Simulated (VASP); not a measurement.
Wanted: the native input for a VASP 6.6.1 run.

| Property | Result |
| --- | --- |
| Task | single point |
| Functional | PBEsol |
| Potentials or basis | VASP PAW PBE potentials, release 64 (Er, H) |
| Cutoff | 600 eV |
| k mesh | 8 × 8 × 8 |
| Occupations | fermi-dirac, width 0.05 eV |
| Spin | collinear spin, ferromagnetic start |
| Starting moments | [3.0, 0.0] μB |
| Dipole correction | no |
| Further INCAR settings | ALGO = Normal; EDIFF = 1e-06; NBANDS = 22 |

The structure of ErH lies in POSCAR:

```
ErH
1.0
    0.0000000000      2.4358500000      2.4358500000
    2.4358500000      0.0000000000      2.4358500000
    2.4358500000      2.4358500000      0.0000000000
Er H
1 1
Direct
    0.0000000000      0.0000000000      0.0000000000
    0.5000000000      0.5000000000      0.5000000000
```

The input as run:

INCAR

```
ALGO = Normal
EDIFF = 1E-6
ENCUT = 600
GGA = PS
GGA_COMPAT = F
ISIF = 2
ISMEAR = -1
ISPIN = 2
LASPH = T
LCHARG = T
LELF = T
LMAXMIX = 6
LORBIT = 11
LREAL = F
LVHAR = T
LWAVE = F
MAGMOM = 3 0
NBANDS = 22
NELM = 200
PREC = Accurate
SIGMA = 0.05
```

KPOINTS

```
k-points
0
Gamma
  8 8 8
```

Potentials or basis: VASP PAW PBE potentials, release 64 (Er, H).

Command:

```console
$ cat potpaw_PBE.64/Er/POTCAR potpaw_PBE.64/H/POTCAR > POTCAR
$ mpirun -np 1 vasp_std > vasp.out
```

Results of the run:

```
Pressure                                              : -1.8 GPa
Net moment                                            : 2.38 μB per cell
Site moments                                          : Er +2.42; H -0.00 μB
Valence electrons inside the program's atomic spheres : Er 19.69; H 0.51
```

Caveat: the magnetic or orbital state may not be the lowest; the PAW data sets were made with another functional, which shifts forces and pressure a little.

Run time: 4.6 min on 1 thread of Intel Xeon 8259CL (shared host), peak memory 0.21 GiB.
